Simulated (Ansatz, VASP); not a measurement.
**One calculation of Bi2Se3, two programs**

```
Bi Se
1.0
     2.07118    1.19580   10.04695
    -2.07118    1.19580   10.04695
     0.00000   -2.39160   10.04695
Bi Se
2 3
Direct
  0.39793 0.39793 0.39793
  0.60207 0.60207 0.60207
  0.21690 0.21690 0.21690
  0.78310 0.78310 0.78310
  0.00000 0.00000 0.00000
```

Change from the starting cell: uniaxial_z strain +3.0%.

Alike in both runs: task single point; functional PBE; k mesh 8 × 8 × 8; occupations fermi-dirac, width 0.02 eV; no spin polarisation.

|  | VASP | Ansatz |
| --- | --- | --- |
| version | VASP 6.6.1 | Ansatz 0.2.0 |
| potentials or method | VASP PAW PBE potentials, release 64 (Bi_d, Se) | plane waves, PAW |
| plane-wave cutoff (eV) | 520 | 420 |
| valence electrons in the cell | 48 | 78 |

```tsv
	VASP	Ansatz	Ansatz less VASP
pressure (GPa)	1.6	1.5	-0.02
traceless stress, the component that is largest in VASP (GPa)	-0.28	-0.29	-0.002
rms of the force components (eV/Å)	0.069	0.064	-0.0054
```

Atom by atom the forces differ by 0.006 eV/Å (rms over components). VASP's potentials hold 48 valence electrons a cell and Ansatz's 78, so a difference there can come from the potentials and not from the codes.

Spin-orbit coupling is off throughout.
